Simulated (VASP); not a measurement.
Runs of VASP 6.6.1 on AlN. The structure is that of space group Fm-3m (No. 225), or close to it. The cells are those of the table. 

| cell | gap on the mesh (eV) | pressure (GPa) |
| --- | --- | --- |
| a = 2.863, b = 2.863, c = 2.877 Å, angles 59.8, 59.8, 60.3°, 2 atoms | (b) | -2.0 |
| a = 2.849, b = 2.849, c = 2.877 Å, angles 59.7, 59.7, 60.7°, 2 atoms | (a) | 0.8 |
| a = 2.834, b = 2.834, c = 2.877 Å, angles 59.5, 59.5, 61.0°, 2 atoms | (d) | 3.9 |
| a = 2.921, b = 2.921, c = 2.877 Å, angles 60.5, 60.5, 59.0°, 2 atoms | 3.89 | -11.0 |
| a = 2.935, b = 2.935, c = 2.877 Å, angles 60.7, 60.7, 58.7°, 2 atoms | 3.74 | -12.8 |
| a = 2.928, b = 2.928, c = 2.877 Å, angles 60.6, 60.6, 58.9°, 2 atoms | 3.81 | -11.9 |
| a = 2.892, b = 2.892, c = 2.877 Å, angles 60.2, 60.2, 59.7°, 2 atoms | 4.21 | -6.9 |
| a = 2.906, b = 2.906, c = 2.877 Å, angles 60.3, 60.3, 59.3°, 2 atoms | (c) | -9.0 |
| a = 2.820, b = 2.820, c = 2.877 Å, angles 59.3, 59.3, 61.3°, 2 atoms | 4.44 | 7.2 |

Alike in all rows: task single point; level PBEsol; potentials or basis VASP PAW PBE potentials, release 64 (Al, N); no spin polarisation; k mesh 10 × 10 × 10; cutoff (eV) 520; smearing gaussian 0.05 eV.

**Question.** Estimate the missing entries.

**Answer.** (a) 4.40; (b) 4.38; (c) 4.04; (d) 4.42.

Caveats: the PAW data sets were made with another functional, which shifts forces and pressure a little.

A k mesh can miss the band edges.
